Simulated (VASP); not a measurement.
# HF in VASP: further runs

Runs on HF. Level: PBE+D3(BJ). Tasks: single point.

All numbers are computed with VASP 6.6.1; they aren't measurements. Logs are shortened: lines on timing, memory, paths and dates and some standing lists are left out, and cuts for length are marked.

**1. The cell of the first run**

The cell holds a disordered packing, 16 atoms: a = 6.256 Å, b = 6.256 Å, c = 6.256 Å, α = 90.00°, β = 90.00°, γ = 90.00°.

**2. Single point, PBE+D3(BJ)**

INCAR

```
PREC = Accurate ; ENCUT = 520
EDIFF = 1E-6 ; ISMEAR = -1
SIGMA = 0.02 ; LREAL = Auto
LASPH = True ; NELM = 80
ALGO = Normal ; ISIF = 2
LWAVE = False ; LCHARG = True
GGA = PE ; IVDW = 12
LELF = True ; LVHAR = True
NBANDS = 46
```

KPOINTS

```
Automatic mesh
0
Gamma
  1 1 1
```

POSCAR

```
HF
1.0
    6.2556220000      0.0000000000      0.0000000000
    0.0000000000      6.2556220000      0.0000000000
    0.0000000000      0.0000000000      6.2556220000
F H
8 8
Direct
    0.6006437090      0.5844342897      0.2747928184
   -0.0975602426      0.2014987478      0.1318813701
    0.4401800492     -0.0670596785      0.2398322661
    0.2329584492      0.4699133036      0.3967790893
    0.1870637324      0.1956000538      0.6678952149
    0.5107565643      0.7848300297      0.7943574596
    0.4285744887      0.2337257590      1.0016589877
    0.8808236815      0.8727029862      0.6444602951
    0.5668660926      0.7349548934      0.2432212177
   -0.1161515194      0.3412930001      0.1791828215
    0.4429615472      0.0571965506      0.1315137008
    0.3758698975      0.5095416571      0.3363374577
    0.2137916901      0.2874214586      0.5380600043
    0.6478332610      0.8191032003      0.7535941270
    0.3407814603      0.1916995624      0.8658451550
    0.9709985674      0.9860250507      0.6376504207
```

Potentials or basis: VASP PAW PBE potentials, release 64 (F, H).

Command:

```bash
$ cat potpaw_PBE.64/F/POTCAR potpaw_PBE.64/H/POTCAR > POTCAR
$ mpirun -np 1 vasp_gam > vasp.out
```

OUTCAR:

```text
PREC = Accurate
   ENCUT = 520
   EDIFF = 1E-6
   ISMEAR = -1
   LREAL = Auto
   LASPH = True
   NELM = 80
   ISIF = 2
   GGA = PE
   IVDW = 12
 IVDW          = 12

 ion  position               nearest neighbor table
   1  0.601  0.584  0.275-   9 0.99
   2  0.902  0.201  0.132-  10 0.93
   3  0.440  0.933  0.240-  11 1.03
   4  0.233  0.470  0.397-  12 1.00
   5  0.187  0.196  0.668-  13 1.01
   6  0.511  0.785  0.794-  14 0.92
   7  0.429  0.234  0.002-  15 1.05  11 1.37
   8  0.881  0.873  0.644-  16 0.91
   9  0.567  0.735  0.243-   1 0.99
  10  0.884  0.341  0.179-   2 0.93
  11  0.443  0.057  0.132-   3 1.03   7 1.37
  12  0.376  0.510  0.336-   4 1.00
  13  0.214  0.287  0.538-   5 1.01
  14  0.648  0.819  0.754-   6 0.92
  15  0.341  0.192  0.866-   7 1.05
  16  0.971  0.986  0.638-   8 0.91

  LATTYP: Found a simple cubic cell.
 ALAT       =     6.2556220000

  Lattice vectors:

 A1 = (   6.2556220000,   0.0000000000,   0.0000000000)
 A2 = (   0.0000000000,   6.2556220000,   0.0000000000)
 A3 = (   0.0000000000,   0.0000000000,   6.2556220000)

Analysis of symmetry for initial positions (statically):
=====================================================================
 Subroutine PRICEL returns:
 Original cell was already a primitive cell.

 Routine SETGRP: Setting up the symmetry group for a
 simple cubic supercell.

 Subroutine GETGRP returns: Found  1 space group operations
 (whereof  1 operations were pure point group operations)
 out of a pool of 48 trial point group operations.

The static configuration has the point symmetry C_1 .

Analysis of symmetry for dynamics (positions and initial velocities):
=====================================================================
 Subroutine PRICEL returns:
 Original cell was already a primitive cell.

 Routine SETGRP: Setting up the symmetry group for a
 simple cubic supercell.

 Subroutine GETGRP returns: Found  1 space group operations
 (whereof  1 operations were pure point group operations)
 out of a pool of 48 trial point group operations.

The dynamic configuration has the point symmetry C_1 .

 Subroutine INISYM returns: Found  1 space group operations
 (whereof  1 operations are pure point group operations),
 and found     1 'primitive' translations

----------------------------------------------------------------------------------------

                                     Primitive cell

  volume of cell :     244.8000

  direct lattice vectors                    reciprocal lattice vectors
     6.255622000  0.000000000  0.000000000     0.159856206  0.000000000  0.000000000
     0.000000000  6.255622000  0.000000000     0.000000000  0.159856206  0.000000000
     0.000000000  0.000000000  6.255622000     0.000000000  0.000000000  0.159856206

  length of vectors
     6.255622000  6.255622000  6.255622000     0.159856206  0.159856206  0.159856206

  position of ions in fractional coordinates (direct lattice)
     0.600643709  0.584434290  0.274792818
     0.902439757  0.201498748  0.131881370
     0.440180049  0.932940321  0.239832266
     0.232958449  0.469913304  0.396779089
     0.187063732  0.195600054  0.667895215
     0.510756564  0.784830030  0.794357460
     0.428574489  0.233725759  0.001658988
     0.880823681  0.872702986  0.644460295
     0.566866093  0.734954893  0.243221218
     0.883848481  0.341293000  0.179182821
     0.442961547  0.057196551  0.131513701
     0.375869898  0.509541657  0.336337458
     0.213791690  0.287421459  0.538060004
     0.647833261  0.819103200  0.753594127
     0.340781460  0.191699562  0.865845155
     0.970998567  0.986025051  0.637650421

  ion indices of the primitive-cell ions
   primitive index   ion index
                 1           1
                 2           2
                 3           3
                 4           4
                 5           5
                 6           6
                 7           7
                 8           8
                 9           9
                10          10
                11          11
                12          12
                13          13
                14          14
                15          15
                16          16

----------------------------------------------------------------------------------------

 KPOINTS: Automatic mesh

Automatic generation of k-mesh.
 Grid dimensions read from file:
 generate k-points for:    1    1    1

 Generating k-lattice:

  Cartesian coordinates                     Fractional coordinates (reciprocal lattice)
     0.159856206  0.000000000  0.000000000     1.000000000  0.000000000  0.000000000
     0.000000000  0.159856206  0.000000000     0.000000000  1.000000000  0.000000000
     0.000000000  0.000000000  0.159856206     0.000000000  0.000000000  1.000000000

  Length of vectors
     0.159856206  0.159856206  0.159856206

  Shift w.r.t. Gamma in fractional coordinates (k-lattice)
     0.000000000  0.000000000  0.000000000

 Subroutine IBZKPT returns following result:
 ===========================================

 Found      1 irreducible k-points:

 Following reciprocal coordinates:
            Coordinates               Weight
  0.000000  0.000000  0.000000      1.000000
   k-points           NKPTS =      1   k-points in BZ     NKDIM =      1   number of bands    NBANDS=     46
   number of dos      NEDOS =    301   number of ions     NIONS =     16
   total plane-waves  NPLWV = 110592
   dimension x,y,z NGX =    48 NGY =   48 NGZ =   48
   dimension x,y,z NGXF=    96 NGYF=   96 NGZF=   96
   ions per type =               8   8
   NGX,Y,Z   is equivalent  to a cutoff of  12.76, 12.76, 12.76 a.u.
   NGXF,Y,Z  is equivalent  to a cutoff of  25.51, 25.51, 25.51 a.u.
 SYSTEM =  unknown system
   PREC   = accura    normal or accurate (medium, high low for compatibility)
   ISTART =      0    job   : 0-new  1-cont  2-samecut
   ICHARG =      2    charge: 1-file 2-atom 10-const
   ISPIN  =      1    spin polarized calculation?
   LNONCOLLINEAR =      F non collinear calculations
   LSORBIT =      F    spin-orbit coupling
   LASPH  =      T    aspherical Exc in radial PAW
   ENCUT  =  520.0 eV  38.22 Ry    6.18 a.u.  11.63 11.63 11.63*2*pi/ulx,y,z
   NELM   =     80;   NELMIN=  2; NELMDL= -5     # of ELM steps
   EDIFF  = 0.1E-05   stopping-criterion for ELM
   LREAL  =      T    real-space projection
   EDIFFG = 0.1E-04   stopping-criterion for IOM
   NSW    =      0    number of steps for IOM
   IBRION =     -1    ionic relax: 0-MD 1-quasi-New 2-CG
   NFREE  =      0    steps in history (QN), initial steepest desc. (CG)
   ISIF   =      2    stress and relaxation
   ISYM   =      2    0-nonsym 1-usesym 2-fastsym
   POTIM  = 0.5000    time-step for ionic-motion
   TEBEG  =    0.0;   TEEND  =   0.0 temperature during run
   PSTRESS=    0.0 pullay stress
   NELECT =      64.0000    total number of electrons
   NUPDOWN=      -1.0000    fix difference up-down
   EMIN   =  10.00;   EMAX   =-10.00  energy-range for DOS
   EFERMI =   0.00;   METHOD = LEGACY
   ISMEAR =    -1;   SIGMA  =   0.02  broadening in eV -4-tet -1-fermi 0-gaus
   EFERMI_NEDOS =   21; number of points for ismear=-14 and -15
   IALGO  =     38    algorithm
   IMIX   =      4    mixing-type and parameters
     AMIX     =   0.40;   BMIX     =  1.00
     AMIX_MAG =   1.60;   BMIX_MAG =  1.00
  volume/ion in A,a.u.               =      15.30       103.25
  Fermi-wavevector in a.u.,A,eV,Ry     =   1.046801  1.978168 14.909173  1.095793
  Thomas-Fermi vector in A             =   2.181655
   LORBIT       =      0    0 simple, 1 ext, 2 COOP (PROOUT), +10 PAW based schemes
   GGA     = PE    functional components
   LHFCALC =     F    Hartree Fock is set to
   AEXX    =    0.0000 exact exchange contribution
   IVDW    =    12    specifies the selected vdW correction
   LEPSILON=     F    determine dielectric tensor
   LRPA    =     F    only Hartree local field effects (RPA)
 non-spin polarized calculation
  energy-cutoff  :      520.00
  volume of cell :      244.80
 maximum number of plane-waves:      3310
 NGX is ok and might be reduce to    48
   NGX = 23   NGY = 23   NGZ = 23

 number of electron      64.0000003 magnetization

 Free energy of the ion-electron system (eV)
  ---------------------------------------------------
  ext. energy  EPLUGINS =         0.00000000
  ---------------------------------------------------
  free energy    TOTEN  =       -65.61698964 eV

  energy without entropy =      -65.61698964  energy(sigma->0) =      -65.61698964

 E-fermi :  -6.0231     XC(G=0):  -5.9198

 val. band max:       -6.5024619356   @ k =   0.0000   0.0000   0.0000
 cond. band min:       0.1785066755   @ k =   0.0000   0.0000   0.0000
 fundamental gap:      6.6809686111
 Fermi energy:        -6.0230758756

 k-point     1 :       0.0000    0.0000    0.0000
  band No.  band energies     occupation
      1     -28.5858      2.00000
      2     -28.3317      2.00000
      3     -28.0895      2.00000
      4     -28.0632      2.00000
      5     -27.6325      2.00000
      6     -27.4605      2.00000
      7     -27.0316      2.00000
      8     -26.8904      2.00000
      9     -12.9261      2.00000
     10     -12.4944      2.00000
     11     -12.1054      2.00000
     12     -11.4322      2.00000
     13     -11.0452      2.00000
     14     -10.7730      2.00000
     15     -10.2134      2.00000
     16      -9.9807      2.00000
     17      -8.5108      2.00000
     18      -8.2473      2.00000
     19      -8.1942      2.00000
     20      -8.1435      2.00000
     21      -8.0284      2.00000
     22      -7.9475      2.00000
     23      -7.7730      2.00000
     24      -7.7194      2.00000
     25      -7.6652      2.00000
     26      -7.5391      2.00000
     27      -7.2908      2.00000
     28      -7.1324      2.00000
     29      -7.0177      2.00000
     30      -6.9013      2.00000
     31      -6.6072      2.00000
     32      -6.5025      2.00000
     33       0.1785      0.00000
     34       3.3280      0.00000
     35       4.0103      0.00000
     36       4.2269      0.00000
     37       4.4648      0.00000
     38       4.5692      0.00000
     39       4.7286      0.00000
     40       6.3796      0.00000
     41       6.6489      0.00000
     42       6.8210      0.00000
     43       6.9973      0.00000
     44       7.1757      0.00000
 [bands above 44 left out]

------------------------ aborting loop because EDIFF is reached ----------------------------------------

 Edisp (eV)   -0.32757

 E8    (eV) :    -0.0653

  FORCE on cell =-STRESS in cart. coord.  units (eV):
  Direction    XX          YY          ZZ          XY          YZ          ZX
  --------------------------------------------------------------------------------------
  -------------------------------------------------------------------------------------
  Total       0.05865     0.42125    -2.85699     0.91921    -0.03536    -1.51169
  in kB       0.38386     2.75704   -18.69853     6.01605    -0.23142    -9.89377
  external pressure =       -5.19 kB  Pullay stress =        0.00 kB

 VOLUME and BASIS-vectors are now :
 -----------------------------------------------------------------------------
  energy-cutoff  :      520.00
  volume of cell :      244.80
      direct lattice vectors                 reciprocal lattice vectors
     6.255622000  0.000000000  0.000000000     0.159856206  0.000000000  0.000000000
     0.000000000  6.255622000  0.000000000     0.000000000  0.159856206  0.000000000
     0.000000000  0.000000000  6.255622000     0.000000000  0.000000000  0.159856206

 POSITION                                       TOTAL-FORCE (eV/Angst)
 -----------------------------------------------------------------------------------
      3.75740      3.65600      1.71900        -0.134632     -0.330279      0.049807
      5.64532      1.26050      0.82500         0.128835     -0.587818     -0.112483
      2.75360      5.83612      1.50030         0.073043      0.713329     -0.392179
      1.45730      2.93960      2.48210         0.479804     -0.104185     -0.300136
      1.17020      1.22360      4.17810         0.052323     -0.208116     -0.225440
      3.19510      4.90960      4.96920        -1.767590     -0.426135      0.600241
      2.68100      1.46210      0.01038        -1.159958     -0.702521     -1.936402
      5.51010      5.45930      4.03150        -1.443939     -2.021857     -0.043510
      3.54610      4.59760      1.52150        -0.224558      0.331924     -0.048466
      5.52902      2.13500      1.12090        -0.164454      0.639198      0.149381
      2.77100      0.35780      0.82270         0.037814     -0.773084      0.564217
      2.35130      3.18750      2.10400        -0.213837     -0.134533      0.308466
      1.33740      1.79800      3.36590         0.079004      0.225630      0.504384
      4.05260      5.12400      4.71420         1.647201      0.462014     -0.576576
      2.13180      1.19920      5.41640         0.900846      0.828436      1.448142
      6.07420      6.16820      3.98890         1.710099      2.087998      0.010554
 -----------------------------------------------------------------------------------
    total drift:                               -0.000275     -0.000979      0.000703

  FREE ENERGIE OF THE ION-ELECTRON SYSTEM (eV)
  ---------------------------------------------------
  free  energy   TOTEN  =       -65.9445644198 eV

  energy  without entropy=      -65.9445644198  energy(sigma->0) =      -65.94456442
```

Run time: 50 s. Hardware: 1 thread of Intel Xeon 8259CL, shared host; peak memory 0.3 GiB.

Results:

| Property | Result |
| --- | --- |
| Free energy | -65.9446 eV |
| Pressure | -0.5 GPa |
| Largest force | 2.699 eV/Å |
| Dispersion energy per atom | -0.020 eV |

Forces on the atoms (eV/Å):
```
F   -0.135 -0.330  0.050
F    0.129 -0.588 -0.112
F    0.073  0.713 -0.392
F    0.480 -0.104 -0.300
F    0.052 -0.208 -0.225
F   -1.768 -0.426  0.600
F   -1.160 -0.703 -1.936
F   -1.444 -2.022 -0.044
H   -0.225  0.332 -0.048
H   -0.164  0.639  0.149
H    0.038 -0.773  0.564
H   -0.214 -0.135  0.308
H    0.079  0.226  0.504
H    1.647  0.462 -0.577
H    0.901  0.828  1.448
H    1.710  2.088  0.011
```

Caveat: the k points lie up to 1.00 Å⁻¹ apart; the atoms stand as in a frame of molecular dynamics.

[end of part 1 of 2]
